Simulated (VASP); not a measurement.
BAs (rocksalt type), 2 atoms in the cell. It takes space group Fm-3m (No. 225, cubic). The conventional cell has a = 4.249 Å, b = 4.249 Å, c = 4.249 Å, α = 90.00°, β = 90.00°, γ = 90.00°. B (site symmetry m-3m) has 6 As at 2.12 Å within 2.8 Å. Within 2.8 Å of As (site symmetry m-3m) lie 6 B at 2.12 Å. 

```yaml
Program: VASP 6.6.1
Task: single point
Functional: PBE
Potentials_or_basis: VASP PAW PBE potentials, release 64 (B, As)
Cutoff: 520 eV
k_mesh: 17 × 17 × 17
Occupations: fermi-dirac, width 0.08 eV
Spin: no spin polarisation
Dipole_correction: no
Further_INCAR_settings: ALGO = Normal; EDIFF = 1e-06; NBANDS = 11
```

Potentials or basis: VASP PAW PBE potentials, release 64 (B, As).

Run with:

```bash
$ cat potpaw_PBE.64/B/POTCAR potpaw_PBE.64/As/POTCAR > POTCAR
$ mpirun -np 1 vasp_std > vasp.out
```

Hardware: 1 thread of Intel Xeon 8259CL, on a shared host.

**Question.** How long does it take, and how much memory?

**Answer.** It took 40 s on 1 thread of Intel Xeon 8259CL, with other jobs on the host, peak memory 0.17 GiB. Counts: scf iterations 11, k points 165.
